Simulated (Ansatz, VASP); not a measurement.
**Sc3In in VASP and in Ansatz**

```
Sc In
1.0
     4.39480    0.00000    0.00000
     0.00000    4.39480    0.00000
     0.00000    0.00000    4.39480
Sc In
3 1
Direct
  0.50000 0.50000 0.00000
  0.50000 0.00000 0.50000
  0.00000 0.50000 0.50000
  0.00000 0.00000 0.00000
```

Alike in both runs: task electric field gradients; functional LDA; k mesh 8 × 8 × 8; occupations fermi-dirac, width 0.05 eV; collinear spin.

|  | VASP | Ansatz |
| --- | --- | --- |
| version | VASP 6.6.1 | Ansatz 0.2.0 |
| potentials or method | VASP PAW LDA potentials, release 64 (Sc_sv, In_d), cutoff 520 eV | all-electron PAW with datasets made for the crystal, scalar-relativistic |

```tsv
	VASP	Ansatz	Ansatz less VASP
pressure (GPa)	0.1	0.0	-0.15
net moment per atom (μB)	0.00	0.07	+0.070
size of the moment on the site where the two differ most (μB)	0.00	0.07	+0.070
size of Vzz on the site where it differs most (V/Å²)	10.8	8.4	-2.42
```

LDA's correlation is that of Perdew and Zunger in VASP and of Perdew and Wang (1992) in Ansatz. Site moments also hang on the region over which each program counts them. Ansatz ran all-electron here, and VASP with PAW potentials. Ansatz's warnings: seeded moment not kept.
